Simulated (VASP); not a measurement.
Write the native input for VASP 6.6.1 that does the following.

- Task: single point
- Functional: PBE
- Potentials or basis: VASP PAW PBE potentials, release 64 (Sb)
- Cutoff: 500 eV
- k mesh: 8 × 8 × 8
- Occupations: gaussian, width 0.1 eV
- Spin: no spin polarisation
- Dipole correction: no
- Further INCAR settings: ALGO = Normal; EDIFF = 1e-06; NBANDS = 8

The structure of Sb lies in POSCAR:

```
Sb
1.0
   -1.4331289437      1.4331289437      1.4331289437
    1.4331289437     -1.4331289437      1.4331289437
    1.4331289437      1.4331289437     -1.4331289437
Sb
1
Direct
    0.0000000000      0.0000000000      0.0000000000
```

These files were run (other wordings do the same):

INCAR

```
SYSTEM = Sb
ALGO     = Normal         ! electronic algorithm
EDIFF    = 1E-6           ! SCF threshold, eV
ENCUT    = 500            ! plane-wave cutoff, eV
GGA      = PE             ! functional
GGA_COMPAT= .FALSE.      
ISIF     = 2              ! what is computed and relaxed
ISMEAR   = 0              ! smearing method
LASPH    = .TRUE.         ! aspherical terms in the spheres
LCHARG   = .FALSE.        ! write CHGCAR
LREAL    = .FALSE.        ! projectors in reciprocal space
LWAVE    = .FALSE.        ! write WAVECAR
NBANDS   = 8              ! bands
NELM     = 120            ! most SCF steps
PREC     = Accurate       ! precision mode
SIGMA    = 0.1            ! smearing width, eV
```

KPOINTS

```
k-points
0
G
  8 8 8
  0 0 0
```

Potentials or basis: VASP PAW PBE potentials, release 64 (Sb).

The run is started by

```bash
$ cat potpaw_PBE.64/Sb/POTCAR > POTCAR
$ mpirun -np 1 vasp_std > vasp.out
```

It gave:

```
Pressure : 359.3 GPa
```

Caveat: the k points lie up to 0.39 Å⁻¹ apart.

It took 4 s on 1 thread of Intel(R) Xeon(R) Platinum 8488C (Sapphire Rapids), with other jobs on the host, peak memory 0.12 GiB.
